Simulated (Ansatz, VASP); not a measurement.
**TiSi: VASP beside Ansatz**

```xyz
2
Lattice="1.9419 -2.2258 0.0000 1.9419 2.2258 0.0000 0.0000 0.0000 3.2685" Properties=species:S:1:pos:R:3 pbc="T T T"
Ti    1.9419    0.0000    0.0000
Si    0.0000    0.0000    1.6342
```

Alike in both runs: task single point; functional PBEsol; k mesh 24 × 24 × 18; occupations gaussian, width 0.15 eV; no spin polarisation.

```csv
,VASP,Ansatz
version,VASP 6.6.1,Ansatz 0.2.0
potentials or method,"VASP PAW PBE potentials, release 64 (Ti_sv, Si), cutoff 520 eV","scalar-relativistic, plane waves, PAW"
valence electrons in the cell,16,16
```

Ansatz gave:

| Item | Value |
| --- | --- |
| gap on the k mesh at the Fermi level (eV) | none |
| pressure (GPa) | 5.0 |
| traceless stress, the component that is largest in VASP (GPa) | 9.82 |

Problem. Which values does VASP return?

Solution. gap on the k mesh at the Fermi level (eV): none; pressure (GPa): 5.0; traceless stress, the component that is largest in VASP (GPa): 9.84.

VASP's potentials were made for PBE, not for PBEsol. A gap of «none» marks a metal or a gap that the smearing closes.
